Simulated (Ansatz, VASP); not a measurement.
One calculation of Si, two programs

```
Si
1.0
    -2.23278    2.36362    1.27559
     2.24553   -2.35087    1.27441
     2.25647    2.37338   -1.25190
Si
2
Direct
  0.80700 0.55700 0.25000
  0.19300 0.44300 0.75000
```

Change from the starting cell: equal xy, yz and zx shear strains of +1 %, crystal datasets.

Alike in both runs: task electric field gradients; functional PBE; k mesh 16 × 16 × 16; occupations fermi-dirac, width 0.05 eV; no spin polarisation.

```csv
,VASP,Ansatz
version,VASP 6.6.1,Ansatz 0.2.0
potentials or method,"VASP PAW PBE potentials, release 64 (Si), cutoff 520 eV","all-electron PAW with datasets made for the crystal, scalar-relativistic"
```

Ansatz gave:

| Quantity | Value |
| --- | --- |
| pressure (GPa) | 15.7 |
| traceless stress, the component that is largest in VASP (GPa) | 1.83 |
| rms of the force components (eV/Å) | 0.021 |
| size of Vzz on the site where it differs most (V/Å²) | 26.1 |

**Question.** Estimate VASP's values.

**Answer.** Pressure (GPa): 15.7; traceless stress, the component that is largest in VASP (GPa): 1.83; rms of the force components (eV/Å): 0.021; size of Vzz on the site where it differs most (V/Å²): 26.4.

Atom by atom the forces differ by 0.002 eV/Å (rms over components). Ansatz ran all-electron here, and VASP with PAW potentials.
